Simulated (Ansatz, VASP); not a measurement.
C: VASP beside Ansatz

```xyz
4
Lattice="2.4649 0.0000 0.0000 -1.2325 2.1347 0.0000 0.0000 0.0000 6.7397" Properties=species:S:1:pos:R:3 pbc="T T T"
C     0.0000    0.0000    5.0547
C     0.0000    0.0000    1.6849
C     0.0000    1.4231    5.0547
C     1.2325    0.7116    1.6849
```

Alike in both runs: functional PBE; dispersion D3(BJ); k mesh 27 × 27 × 10; occupations gaussian, width 0.1 eV; no spin polarisation.

Ansatz relaxed the structure, and its values are those at the end. VASP's run is a single point on that final structure, the one shown.

|  | VASP | Ansatz |
| --- | --- | --- |
| version | VASP 6.6.1 | Ansatz 0.2.0 |
| potentials or method | VASP PAW PBE potentials, release 64 (C), cutoff 600 eV | scalar-relativistic, plane waves, PAW |
| valence electrons in the cell | 16 | 16 |

|  | VASP | Ansatz | Ansatz less VASP |
| --- | --- | --- | --- |
| gap on the k mesh at the Fermi level (eV) | none | none | - |
| pressure (GPa) | 0.0 | 0.0 | -0.01 |

A gap of «none» marks a metal or a gap that the smearing closes.
